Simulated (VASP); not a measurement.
PbF2, 3 atoms in the cell. The structure is tetragonal, space group I4/mmm (No. 139). Conventional cell: a = 4.074 Å, b = 4.074 Å, c = 6.029 Å, α = 90.00°, β = 90.00°, γ = 90.00°. Within 3.3 Å of Pb (site symmetry 4/mmm) lie 8 F at 2.53 Å. F (site symmetry -4m2) has 4 Pb at 2.53 Å and 6 F at 2.88 to 3.01 Å within 3.3 Å.  This cell differs from its parent crystal: strain -0.030 along x and y, +0.015 along z.

* Program: VASP 6.6.1
* Task: single point
* Functional: r2SCAN
* Potentials or basis: VASP PAW PBE potentials, release 64 (Pb_d, F)
* Cutoff: 520 eV
* k mesh: 8 × 8 × 8
* Occupations: gaussian, width 0.05 eV
* Spin: no spin polarisation
* Dipole correction: no
* Further INCAR settings: ALGO = Normal; EDIFF = 1e-06; NBANDS = 21

Potentials or basis: VASP PAW PBE potentials, release 64 (Pb_d, F).

Run with:

```console
$ cat potpaw_PBE.64/Pb_d/POTCAR potpaw_PBE.64/F/POTCAR > POTCAR
$ cp INCAR.step1 INCAR
$ mpirun -np 1 vasp_std > vasp.out
$ cp INCAR.step2 INCAR
$ mpirun -np 1 vasp_std > vasp.out
```

Hardware: 1 thread of Intel(R) Xeon(R) 6975P-C (Granite Rapids) (shared host).

Q: How long does it take, and how much memory?

A: Wall time 84 s on 1 thread of Intel(R) Xeon(R) 6975P-C (Granite Rapids), with other jobs on the host, peak memory 0.21 GiB. Counts: k points 59.
